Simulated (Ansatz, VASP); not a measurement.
One calculation of Ti, two programs

File INCAR:

```
PREC = Accurate ; ENCUT = 520
EDIFF = 1E-7 ; ISMEAR = 0
SIGMA = 0.15 ; LREAL = F
LASPH = T ; NELM = 100
ALGO = Fast ; ISIF = 2
LWAVE = F ; LCHARG = F
GGA = PS ; NBANDS = 19
```

File KPOINTS:

```
Automatic mesh
0
Gamma
  18 18 10
```

File POSCAR:

```
Ti
1.0
    3.0827477641      0.0000000000      0.0000000000
   -1.5413738821      2.6697378772      0.0000000000
    0.0000000000      0.0000000000      4.6860000000
Ti
2
Direct
    0.3333333333      0.6666666667      0.2500000000
    0.6666666667      0.3333333333      0.7500000000
```

Input for Ansatz:

```yaml
crystal:
  lattice:
    - [3.0827477641, 0.0, 0.0]
    - [-1.5413738821, 2.6697378772, 0.0]
    - [0.0, 0.0, 4.686]
  atoms:
    - { symbol: Ti, position: [0.3333333333, 0.6666666667, 0.25] }
    - { symbol: Ti, position: [0.6666666667, 0.3333333333, 0.75] }
basis:
  ecutwfc: 420
kpoints:
  mp_grid: { grid: [18, 18, 10] }
hamiltonian:
  xc: pbesol
scf:
  occupations: { method: gaussian, width: 0.15 }
output:
  forces: true
  stress: true
  eigenvalues: true
  write_density: true
  write_potential: true
  elf: true
  volumetric_format: npy
```

Change from the starting cell: strain +0.0450 x Voigt [1, 1, 0, 0, 0, 0], atoms carried along.

Alike in both runs: task single point; functional PBEsol; k mesh 18 × 18 × 10; occupations gaussian, width 0.15 eV; no spin polarisation.

```csv
,VASP,Ansatz
version,VASP 6.6.1,Ansatz 0.2.0
potentials or method,"VASP PAW PBE potentials, release 64 (Ti_sv), cutoff 520 eV","scalar-relativistic, plane waves, PAW"
valence electrons in the cell,24,24
```

Ansatz gave:

| Item | Value |
| --- | --- |
| gap on the k mesh at the Fermi level (eV) | none |
| pressure (GPa) | -13.0 |
| traceless stress, the component that is largest in VASP (GPa) | 2.12 |

Q: Which values does VASP return?

A: gap on the k mesh at the Fermi level (eV): none; pressure (GPa): -13.1; traceless stress, the component that is largest in VASP (GPa): 2.10.

VASP's potentials were made for PBE, not for PBEsol. A gap of «none» marks a metal or a gap that the smearing closes. The functional is the same, so the differences come from potentials, cutoffs and numerics.
